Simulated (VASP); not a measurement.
Set up this calculation in VASP 6.6.1, as the native input.

```yaml
Task: single point
Functional: r2SCAN
Potentials_or_basis: VASP PAW PBE potentials, release 64 (Al, Ga_d, N)
Cutoff: 520 eV
k_mesh: 6 × 6 × 6
Occupations: gaussian, width 0.05 eV
Spin: no spin polarisation
Dipole_correction: no
Further_INCAR_settings: ALGO = Normal; EDIFF = 1e-06; NBANDS = 41
```

AlGa3N4:

```
Al Ga N
1.0
     4.46534    0.00000    0.00000
     0.00000    4.46534    0.00000
     0.00000    0.00000    4.46534
Al Ga N
1 3 4
Cartesian
  0.0000 0.0000 0.0000
  2.2945 2.1708 0.0000
  2.2945 -0.0619 2.2327
  0.0619 2.1708 2.2327
  3.3729 3.3729 1.0924
  3.3729 1.0924 3.3729
  1.0924 3.3729 3.3729
  1.0924 1.0924 1.0924
```

This cell differs from its parent crystal: all Ga atoms moved +0.087 Å, as atom 2 along Cartesian [1 -1 0].

These files were run (other wordings do the same):

POSCAR

```
AlGa3N4
1.0
    4.4653444522      0.0000000000      0.0000000000
    0.0000000000      4.4653444522      0.0000000000
    0.0000000000      0.0000000000      4.4653444522
Al Ga N
1 3 4
Direct
    0.0000000000      0.0000000000      0.0000000000
    0.5138560069      0.4861439931      0.0000000000
    0.5138560069     -0.0138560069      0.5000000000
    0.0138560069      0.4861439931      0.5000000000
    0.7553510553      0.7553510553      0.2446489447
    0.7553510553      0.2446489447      0.7553510553
    0.2446489447      0.7553510553      0.7553510553
    0.2446489447      0.2446489447      0.2446489447
```

INCAR.step1

```
SYSTEM = AlGa3N4
PREC     = Accurate       ! precision mode
ENCUT    = 520            ! plane-wave cutoff, eV
ISMEAR   = 0              ! smearing method
SIGMA    = 0.05           ! smearing width, eV
LREAL    = .False.        ! projectors in reciprocal space
LASPH    = .True.         ! aspherical terms in the spheres
NELM     = 80             ! most SCF steps
NBANDS   = 41             ! bands
GGA      = PE             ! functional
ALGO     = Normal         ! electronic algorithm
EDIFF    = 1E-4           ! SCF threshold, eV
LWAVE    = .True.         ! write WAVECAR
LCHARG   = .False.        ! write CHGCAR
```

INCAR.step2

```
SYSTEM = AlGa3N4
PREC     = Accurate       ! precision mode
ENCUT    = 520            ! plane-wave cutoff, eV
EDIFF    = 1E-6           ! SCF threshold, eV
ISMEAR   = 0              ! smearing method
SIGMA    = 0.05           ! smearing width, eV
LREAL    = .False.        ! projectors in reciprocal space
LASPH    = .True.         ! aspherical terms in the spheres
NELM     = 80             ! most SCF steps
ALGO     = Normal         ! electronic algorithm
ISIF     = 2              ! what is computed and relaxed
LWAVE    = .False.        ! write WAVECAR
LCHARG   = .False.        ! write CHGCAR
METAGGA  = R2SCAN         ! meta-GGA
LMIXTAU  = .True.       
NBANDS   = 41             ! bands
ISTART   = 1
```

KPOINTS

```
Automatic mesh
0
Gamma
  6 6 6
  0 0 0
```

Potentials or basis: VASP PAW PBE potentials, release 64 (Al, Ga_d, N).

The run is started by

```console
$ cat potpaw_PBE.64/Al/POTCAR potpaw_PBE.64/Ga_d/POTCAR potpaw_PBE.64/N/POTCAR > POTCAR
$ cp INCAR.step1 INCAR
$ mpirun -np 1 vasp_std > vasp.out
$ cp INCAR.step2 INCAR
$ mpirun -np 1 vasp_std > vasp.out
```

It gave:

```json
{
  "Pressure": "1.3 GPa",
  "Largest force": "1.599 eV/Å",
  "Band gap on the k mesh": "2.64 eV"
}
```

Caveat: the cell differs from its parent crystal (all Ga atoms moved +0.087 Å, as atom 2 along Cartesian [1 -1 0]); the PAW data sets were made with another functional, which shifts forces and pressure a little.

Wall time 34 min on 1 thread of Intel Xeon 8259CL, with other jobs on the host, peak memory 0.32 GiB.
